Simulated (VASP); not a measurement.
B2AsN:

```
N B As
1.0
    -2.00768    2.00768    4.01536
     2.00768   -2.00768    4.01536
     2.00768    2.00768   -4.01536
N B As
2 4 2
Direct
  0.00000 0.00000 0.00000
  0.25000 0.75000 0.50000
  0.62500 0.62500 0.50000
  0.87500 0.37500 0.00000
  0.12500 0.12500 0.50000
  0.37500 0.87500 0.00000
  0.50000 0.50000 0.00000
  0.75000 0.25000 0.50000
```

| Property | Result |
| --- | --- |
| Program | VASP 6.6.1 |
| Task | relaxation of cell and atoms |
| Functional | PBE |
| Potentials or basis | VASP PAW PBE potentials, release 64 (N, B, As) |
| Cutoff | 600 eV |
| k mesh | 8 × 8 × 8 |
| Occupations | fermi-dirac, width 0.02 eV |
| Spin | no spin polarisation |

At the start: pressure 80.8 GPa; volume 8.09 Å³/atom.

Problem. Where does the relaxation end?

Solution. Over 14 steps the energy falls by 1034.8 meV/atom and the volume is 9.46 Å³/atom (+16.9 %); space group I-42d (No. 122, to 0.05 Å).

Step by step:
| step | energy change (eV) | largest force (eV/Å) | pressure (GPa) | volume (Å³) |
| --- | --- | --- | --- | --- |
| 1 | 0.0000 | 10.7398 | 80.80 | 64.74 |
| 2 | -1.1917 | 1.9429 | -36.06 | 111.00 |
| 3 | -7.8206 | 0.4384 | -15.24 | 83.03 |
| 4 | -7.9111 | 0.8521 | -11.57 | 81.38 |
| 5 | -7.9303 | 1.2205 | -8.26 | 80.06 |
| 6 | -8.2595 | 0.3686 | 1.03 | 75.50 |
| 7 | -8.2645 | 0.2417 | 2.55 | 74.90 |
| 8 | -8.2762 | 0.1111 | -0.91 | 75.95 |
| 9 | -8.2779 | 0.0203 | -0.04 | 75.67 |
| 10 | -8.2779 | 0.0146 | 0.05 | 75.65 |
| 11 | -8.2781 | 0.0015 | 0.03 | 75.66 |
| 12 | -8.2781 | 0.0080 | 0.02 | 75.67 |
| 13 | -8.2781 | 0.0085 | 0.02 | 75.67 |
| 14 | -8.2781 | 0.0005 | -0.04 | 75.68 |

Final structure:
```
N B As
1.0
    -2.13265    2.13265    4.15985
     2.13265   -2.13265    4.15985
     2.13265    2.13265   -4.15985
N B As
2 4 2
Direct
  0.00000 0.00000 0.00000
  0.25000 0.75000 0.50000
  0.62500 0.70320 0.57820
  0.95320 0.37500 0.07820
  0.12500 0.04680 0.42180
  0.29680 0.87500 0.92180
  0.50000 0.50000 0.00000
  0.75000 0.25000 0.50000
```

Caveat: the volume moved by over 15 % at a fixed basis, so the end points are rough.
